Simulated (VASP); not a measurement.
# SmGaTe3 (Pm-3m) in VASP: a series of runs

The runs below take SmGaTe3 through single point, relaxation of cell and atoms, with PBE.

Everything below comes from runs of VASP 6.6.1. Logs are shortened: lines on timing, memory, paths and dates and some standing lists are left out, and cuts for length are marked.

**1. The cell of the first run**

The structure is cubic, space group Pm-3m (No. 221). The conventional cell has a = 5.136 Å, b = 5.136 Å, c = 5.136 Å, α = 90.00°, β = 90.00°, γ = 90.00°. Within 4.8 Å of Sm (site symmetry m-3m) lie 12 Te at 3.63 Å and 8 Ga at 4.45 Å. Within 3.4 Å of Ga (site symmetry m-3m) lie 6 Te at 2.57 Å. Within 3.4 Å of Te (site symmetry 4/mmm) lie 2 Ga at 2.57 Å.

The cell was generated, and may not be a known phase.

**2. Single point, PBE**

INCAR reads:

```
SYSTEM = SmGaTe3
  PREC = Accurate
  ENCUT = 500
  EDIFF = 1E-6
  ISMEAR = 0
  SIGMA = 0.1
  LREAL = .FALSE.
  LASPH = .TRUE.
  NELM = 200
  ALGO = Normal
  ISIF = 2
  LWAVE = .FALSE.
  LCHARG = .FALSE.
  GGA = PE
  NBANDS = 29
  GGA_COMPAT = .FALSE.
  LMAXMIX = 6
```

KPOINTS reads:

```
Automatic mesh
0
G
  4 4 4
  0 0 0
```

POSCAR reads:

```
SmGaTe3
1.0
    5.1362571700      0.0000000000      0.0000000000
    0.0000000000      5.1362571700      0.0000000000
    0.0000000000      0.0000000000      5.1362571700
Sm Ga Te
1 1 3
Direct
    0.0000000000      0.0000000000      0.0000000000
    0.5000000000      0.5000000000      0.5000000000
    0.0000000000      0.5000000000      0.5000000000
    0.5000000000      0.0000000000      0.5000000000
    0.5000000000      0.5000000000      0.0000000000
```

Potentials or basis: VASP PAW PBE potentials, release 64 (Sm_3, Ga_d, Te), 4f in core.

Command:

```console
$ cat potpaw_PBE.64/Sm_3/POTCAR potpaw_PBE.64/Ga_d/POTCAR potpaw_PBE.64/Te/POTCAR > POTCAR
$ mpirun -np 1 vasp_std > vasp.out
```

OUTCAR:

```text
SYSTEM = SmGaTe3
   PREC = Accurate
   ENCUT = 500
   EDIFF = 1E-6
   ISMEAR = 0
   LREAL = .FALSE.
   LASPH = .TRUE.
   NELM = 200
   ISIF = 2
   GGA = PE

 ion  position               nearest neighbor table
   1  0.000  0.000  0.000-   3 3.63   4 3.63   5 3.63   3 3.63   4 3.63   3 3.63   5 3.63   3 3.63
                             4 3.63   5 3.63   4 3.63   5 3.63
   2  0.500  0.500  0.500-   3 2.57   4 2.57   5 2.57   5 2.57   4 2.57   3 2.57
   3  0.000  0.500  0.500-   2 2.57   2 2.57   4 3.63   5 3.63   1 3.63   5 3.63   1 3.63   4 3.63
                             1 3.63   1 3.63   4 3.63   5 3.63   5 3.63   4 3.63
   4  0.500  0.000  0.500-   2 2.57   2 2.57   3 3.63   5 3.63   1 3.63   5 3.63   1 3.63   3 3.63
                             5 3.63   5 3.63   1 3.63   3 3.63   1 3.63   3 3.63
   5  0.500  0.500  0.000-   2 2.57   2 2.57   3 3.63   4 3.63   1 3.63   3 3.63   4 3.63   1 3.63
                             4 3.63   4 3.63   1 3.63   3 3.63   3 3.63   1 3.63

  LATTYP: Found a simple cubic cell.
 ALAT       =     5.1362571700

  Lattice vectors:

 A1 = (   5.1362571700,   0.0000000000,   0.0000000000)
 A2 = (   0.0000000000,   5.1362571700,   0.0000000000)
 A3 = (   0.0000000000,   0.0000000000,   5.1362571700)

Analysis of symmetry for initial positions (statically):
=====================================================================
 Subroutine PRICEL returns:
 Original cell was already a primitive cell.

 Routine SETGRP: Setting up the symmetry group for a
 simple cubic supercell.

 Subroutine GETGRP returns: Found 48 space group operations
 (whereof 48 operations were pure point group operations)
 out of a pool of 48 trial point group operations.

The static configuration has the point symmetry O_h .

Analysis of symmetry for dynamics (positions and initial velocities):
=====================================================================
 Subroutine PRICEL returns:
 Original cell was already a primitive cell.

 Routine SETGRP: Setting up the symmetry group for a
 simple cubic supercell.

 Subroutine GETGRP returns: Found 48 space group operations
 (whereof 48 operations were pure point group operations)
 out of a pool of 48 trial point group operations.

The dynamic configuration has the point symmetry O_h .

 Subroutine INISYM returns: Found 48 space group operations
 (whereof 48 operations are pure point group operations),
 and found     1 'primitive' translations

----------------------------------------------------------------------------------------

                                     Primitive cell

  volume of cell :     135.5003

[... 85 lines left out ...]
   ISIF   =      2    stress and relaxation
   ISYM   =      2    0-nonsym 1-usesym 2-fastsym
   POTIM  = 0.5000    time-step for ionic-motion
   TEBEG  =    0.0;   TEEND  =   0.0 temperature during run
   PSTRESS=    0.0 pullay stress
   NELECT =      42.0000    total number of electrons
   NUPDOWN=      -1.0000    fix difference up-down
   EMIN   =  10.00;   EMAX   =-10.00  energy-range for DOS
   EFERMI =   0.00;   METHOD = LEGACY
   ISMEAR =     0;   SIGMA  =   0.10  broadening in eV -4-tet -1-fermi 0-gaus
   EFERMI_NEDOS =   21; number of points for ismear=-14 and -15
   IALGO  =     38    algorithm
   IMIX   =      4    mixing-type and parameters
     AMIX     =   0.40;   BMIX     =  1.00
     AMIX_MAG =   1.60;   BMIX_MAG =  1.00
  volume/ion in A,a.u.               =      27.10       182.88
  Fermi-wavevector in a.u.,A,eV,Ry     =   1.107927  2.093679 16.701183  1.227502
  Thomas-Fermi vector in A             =   2.244448
   LORBIT       =      0    0 simple, 1 ext, 2 COOP (PROOUT), +10 PAW based schemes
   GGA     = PE    functional components
   LHFCALC =     F    Hartree Fock is set to
   AEXX    =    0.0000 exact exchange contribution
   IVDW    =     0    specifies the selected vdW correction
   LEPSILON=     F    determine dielectric tensor
   LRPA    =     F    only Hartree local field effects (RPA)
 non-spin polarized calculation
 Gauss-broadening in eV      SIGMA  =   0.10
  energy-cutoff  :      500.00
  volume of cell :      135.50
 maximum number of plane-waves:      3468
 NGX is ok and might be reduce to    40
   NGX = 19   NGY = 19   NGZ = 19

 number of electron      41.9999999 magnetization

 Free energy of the ion-electron system (eV)
  ---------------------------------------------------
  ext. energy  EPLUGINS =         0.00000000
  ---------------------------------------------------
  free energy    TOTEN  =       -17.98594753 eV

  energy without entropy =      -17.97483399  energy(sigma->0) =      -17.98039076

 E-fermi :   6.4399     XC(G=0): -10.0504

 val. band max:        6.4063919042   @ k =   0.2500   0.2500   0.0000
 cond. band min:       6.6013799392   @ k =   0.5000   0.5000   0.0000
 fundamental gap:      0.1949880350
 Fermi energy:         6.4399008927

 k-point     1 :       0.0000    0.0000    0.0000
  band No.  band energies     occupation
      1     -35.9913      2.00000
      2     -15.2505      2.00000
      3     -15.2505      2.00000
      4     -15.2505      2.00000
      5      -8.6717      2.00000
      6      -8.6717      2.00000
[... 309 lines left out ...]
     28       9.6404      0.00000
     29       9.6404      0.00000

------------------------ aborting loop because EDIFF is reached ----------------------------------------

  FORCE on cell =-STRESS in cart. coord.  units (eV):
  Direction    XX          YY          ZZ          XY          YZ          ZX
  --------------------------------------------------------------------------------------
  -------------------------------------------------------------------------------------
  Total        7.1352428      7.1352428      7.1352428      0.0000000     -0.0000000     -0.0000000
  in kB       84.3682527     84.3682527     84.3682527      0.0000000     -0.0000000     -0.0000000
  external PRESSURE =      84.3682527 kB  Pullay stress =       0.0000000 kB

 VOLUME and BASIS-vectors are now :
 -----------------------------------------------------------------------------
  energy-cutoff  :      500.00
  volume of cell :      135.50
      direct lattice vectors                 reciprocal lattice vectors
     5.136257170  0.000000000  0.000000000     0.194694301  0.000000000  0.000000000
     0.000000000  5.136257170  0.000000000     0.000000000  0.194694301  0.000000000
     0.000000000  0.000000000  5.136257170     0.000000000  0.000000000  0.194694301

 POSITION                                       TOTAL-FORCE (eV/Angst)
 -----------------------------------------------------------------------------------
      0.00000      0.00000      0.00000         0.000000      0.000000      0.000000
      2.56813      2.56813      2.56813         0.000000      0.000000      0.000000
      0.00000      2.56813      2.56813         0.000000      0.000000      0.000000
      2.56813      0.00000      2.56813         0.000000      0.000000      0.000000
      2.56813      2.56813      0.00000         0.000000      0.000000      0.000000
 -----------------------------------------------------------------------------------
    total drift:                               -0.000000      0.000000     -0.000000

  FREE ENERGIE OF THE ION-ELECTRON SYSTEM (eV)
  ---------------------------------------------------
  free  energy   TOTEN  =       -17.9859475310 eV

  energy  without entropy=      -17.9748339940  energy(sigma->0) =      -17.98039076
```

stdout:

```text
POSCAR found type information on POSCAR SmGaTe
 POSCAR found :  3 types and       5 ions
 scaLAPACK will be used
 LDA part: xc-table for (Slater+PW92), standard interpolation
 POSCAR, INCAR and KPOINTS ok, starting setup
 FFT: planning ... GRIDC
 FFT: planning ... GRID_SOFT
 FFT: planning ... GRID
 WAVECAR not read
 entering main loop
```

Run time: 23 s. Hardware: 1 thread of AMD EPYC 9R45 (Zen 5), shared host; peak memory 0.22 GiB.

What came out:

| Property | Result |
| --- | --- |
| Free energy | -17.9859 eV |
| Pressure | 8.4 GPa |
| Band gap on the k mesh | zero (bands 21 and 22 overlap by 1.80 eV) |

Caveat: the cell stands under pressure; spin-orbit coupling is left out, which moves the levels of the heavy elements; the 4f electrons are frozen in the core, so they carry no moment and show no levels. Spin polarisation is off, so any magnetic state and its effect on volume and gap are missing.

**3. Single point, PBE**

This run uses another cell than the first one, of 30.91 Å³/atom.

INCAR reads:

```
  PREC = Accurate
  ENCUT = 500
  EDIFF = 1E-6
  ISMEAR = 0
  SIGMA = 0.1
  LREAL = False
  LASPH = True
  NELM = 200
  ALGO = Normal
  ISIF = 2
  LWAVE = False
  LCHARG = True
  GGA = PE
  LELF = True
  LVHAR = True
  NBANDS = 29
  GGA_COMPAT = False
  LMAXMIX = 6
```

KPOINTS reads:

```
regular mesh
0
Gamma
  4 4 4
```

POSCAR: that of step 2 with these lines changed.

```diff
@@ -2,5 +2,5 @@
 1.0
-    5.1362571700      0.0000000000      0.0000000000
-    0.0000000000      5.1362571700      0.0000000000
-    0.0000000000      0.0000000000      5.1362571700
+    5.3662153211      0.0000000000      0.0000000000
+    0.0000000000      5.3662153211      0.0000000000
+    0.0000000000      0.0000000000      5.3662153211
 Sm Ga Te
```

Potentials or basis: VASP PAW PBE potentials, release 64 (Sm_3, Ga_d, Te), 4f in core.

Command:

```console
$ cat potpaw_PBE.64/Sm_3/POTCAR potpaw_PBE.64/Ga_d/POTCAR potpaw_PBE.64/Te/POTCAR > POTCAR
$ mpirun -np 1 vasp_std > vasp.out
```

Wall time 24 s (1 thread of AMD EPYC 9R45 (Zen 5), shared host); peak memory 0.23 GiB.

It converged, with:

| Item | Value |
| --- | --- |
| Free energy | -18.4226 eV |
| Pressure | -0.1 GPa |
| Band gap on the k mesh | zero (bands 21 and 22 overlap by 1.48 eV) |

Levels at points of the mesh, in eV from the Fermi level:
```csv
k point,band 19,band 20,band 21,band 22,band 23,band 24
"(0.00, 0.00, 0.00)",-0.80,-0.28,-0.28,-0.28,0.81,0.81
"(0.50, 0.00, 0.00)",-1.75,-0.88,-0.88,1.21,1.35,1.69
"(0.50, 0.50, 0.00)",-1.83,0.07,0.33,1.25,1.39,2.74
"(0.50, 0.50, 0.50)",0.53,0.87,0.87,0.87,1.56,1.56
```

Caveat: spin-orbit coupling is left out, which moves the levels of the heavy elements; the 4f electrons are frozen in the core, so they carry no moment and show no levels.

**4. Relaxation of cell and atoms, PBE**

INCAR reads:

```
SYSTEM = SmGaTe3
PREC     = Accurate       ! precision mode
ENCUT    = 500            ! plane-wave cutoff, eV
EDIFF    = 1E-7           ! SCF threshold, eV
ISMEAR   = 0              ! smearing method
SIGMA    = 0.1            ! smearing width, eV
LREAL    = .FALSE.        ! projectors in reciprocal space
LASPH    = .TRUE.         ! aspherical terms in the spheres
NELM     = 200            ! most SCF steps
ALGO     = Normal         ! electronic algorithm
ISIF     = 3              ! what is computed and relaxed
LWAVE    = .FALSE.        ! write WAVECAR
LCHARG   = .FALSE.        ! write CHGCAR
GGA      = PE             ! functional
IBRION   = 2              ! ionic algorithm
NSW      = 90             ! ionic steps
EDIFFG   = -0.04          ! ionic threshold
GGA_COMPAT= .FALSE.      
NELMIN   = 4            
LMAXMIX  = 6              ! l up to which the mixer works
```

KPOINTS reads:

```
Automatic mesh
0
G
  4 4 4
  0 0 0
```

POSCAR: that of step 3 with these lines changed.

```diff
@@ -2,5 +2,5 @@
 1.0
-    5.3662153211      0.0000000000      0.0000000000
-    0.0000000000      5.3662153211      0.0000000000
-    0.0000000000      0.0000000000      5.3662153211
+    5.1362571700      0.0000000000      0.0000000000
+    0.0000000000      5.1362571700      0.0000000000
+    0.0000000000      0.0000000000      5.1362571700
 Sm Ga Te
```

Command:

```console
$ cat potpaw_PBE.64/Sm_3/POTCAR potpaw_PBE.64/Ga_d/POTCAR potpaw_PBE.64/Te/POTCAR > POTCAR
$ mpirun -np 1 vasp_std > vasp.out
```

It took 60 s on 1 thread of AMD EPYC 9R45 (Zen 5), shared host; peak memory 0.23 GiB.

Results (log left out):

| Quantity | Value |
| --- | --- |
| Free energy | -18.4212 eV |
| Relaxed volume | 30.82 Å³/atom |
| Relaxed cell | a = 5.361 Å, b = 5.361 Å, c = 5.361 Å, α = 90.00°, β = 90.00°, γ = 90.00° |
| Space group after relaxing (to 0.1 Å) | Pm-3m (No. 221) |
| Energy gained by relaxing | 87.1 meV/atom |
| Ionic steps | 3 |
| Pressure after relaxing | 0.0 GPa |
| Band gap on the k mesh | zero (bands 21 and 22 overlap by 1.49 eV) |

Step by step:
```
step  energy change (eV)  largest force (eV/Å)  pressure (GPa)  volume (Å³)
   1              0.0000                0.0000            8.43       135.50
   2             -0.3257                0.0000           -2.91       165.45
   3             -0.4353                0.0000            0.02       154.11
```

Final structure:
```
Sm Ga Te
1.0
     5.36143    0.00000    0.00000
     0.00000    5.36143    0.00000
     0.00000    0.00000    5.36143
Sm Ga Te
1 1 3
Direct
  0.00000 0.00000 0.00000
  0.50000 0.50000 0.50000
  0.00000 0.50000 0.50000
  0.50000 0.00000 0.50000
  0.50000 0.50000 0.00000
```

Levels at points of the mesh, in eV from the Fermi level:
| k point | band 19 | band 20 | band 21 | band 22 | band 23 | band 24 |
| --- | --- | --- | --- | --- | --- | --- |
| (0.00, 0.00, 0.00) | -0.80 | -0.28 | -0.28 | -0.28 | 0.81 | 0.81 |
| (0.50, 0.00, 0.00) | -1.76 | -0.89 | -0.89 | 1.21 | 1.35 | 1.70 |
| (0.50, 0.50, 0.00) | -1.83 | 0.08 | 0.34 | 1.25 | 1.39 | 2.75 |
| (0.50, 0.50, 0.50) | 0.53 | 0.87 | 0.87 | 0.87 | 1.57 | 1.57 |

Caveat: spin-orbit coupling is left out, which moves the levels of the heavy elements; the 4f electrons are frozen in the core, so they carry no moment and show no levels. Spin polarisation is off, so any magnetic state and its effect on volume and gap are missing.

**5. Overview**

| task | cell | gap on the mesh (eV) | pressure (GPa) |
| --- | --- | --- | --- |
| single point | a = 5.136 Å, 5 atoms | none | 8.4 |
| single point | a = 5.366 Å, 5 atoms | none | -0.1 |
| relaxation of cell and atoms | relaxed from a = 5.136 Å, 5 atoms | none | 0.0 |

Alike in all rows: level PBE; potentials or basis VASP PAW PBE potentials, release 64 (Sm_3, Ga_d, Te), 4f in core; no spin polarisation; k mesh 4 × 4 × 4; cutoff (eV) 500; smearing gaussian 0.1 eV.

Caveats: spin-orbit coupling is left out, which moves the levels of the heavy elements; the 4f electrons are frozen in the core, so they carry no moment and show no levels; the cell stands under pressure (at least some runs).

Absolute energies hang on the potentials; compare differences alone.

The gap in the log of VASP goes by the Fermi energy; the results here count the filled bands.